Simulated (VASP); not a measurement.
Runs of VASP 6.6.1 on C. The structure is that of space group Fd-3m (No. 227), or close to it. The cells are those of the table. 

| cell | gap on the mesh (eV) | pressure (GPa) | largest force (eV/Å) |
| --- | --- | --- | --- |
| a = 2.513, b = 2.525, c = 2.525 Å, angles 60.3, 60.2, 60.2°, 2 atoms | 4.14 | 0.8 | (a) |
| a = 2.532, b = 2.525, c = 2.525 Å, angles 59.8, 59.9, 59.9°, 2 atoms | 4.14 | 0.7 | 0.01 |
| a = 2.535, b = 2.525, c = 2.525 Å, angles 59.8, 59.9, 59.9°, 2 atoms | 4.14 | 0.7 | 0.02 |
| a = 2.541, b = 2.525, c = 2.525 Å, angles 59.6, 59.8, 59.8°, 2 atoms | 4.13 | 0.8 | 0.04 |
| a = 2.548, b = 2.525, c = 2.525 Å, angles 59.4, 59.7, 59.7°, 2 atoms | 4.12 | 0.9 | 0.05 |
| a = 2.544, b = 2.525, c = 2.525 Å, angles 59.5, 59.8, 59.8°, 2 atoms | 4.13 | 0.8 | 0.04 |
| a = 2.500, b = 2.525, c = 2.525 Å, angles 60.7, 60.3, 60.3°, 2 atoms | 4.11 | 0.9 | (b) |
| a = 2.529, b = 2.525, c = 2.525 Å, angles 59.9°, 2 atoms | 4.14 | 0.7 | 0.01 |

Alike in all rows: task single point; level PBE; potentials or basis VASP PAW PBE potentials, release 64 (C); no spin polarisation; k mesh 12 × 12 × 12; cutoff (eV) 520; smearing gaussian 0.05 eV.

**Question.** Fill in the values left out.

**Answer.** (a) 0.03; (b) 0.06.

A k mesh can miss the band edges.
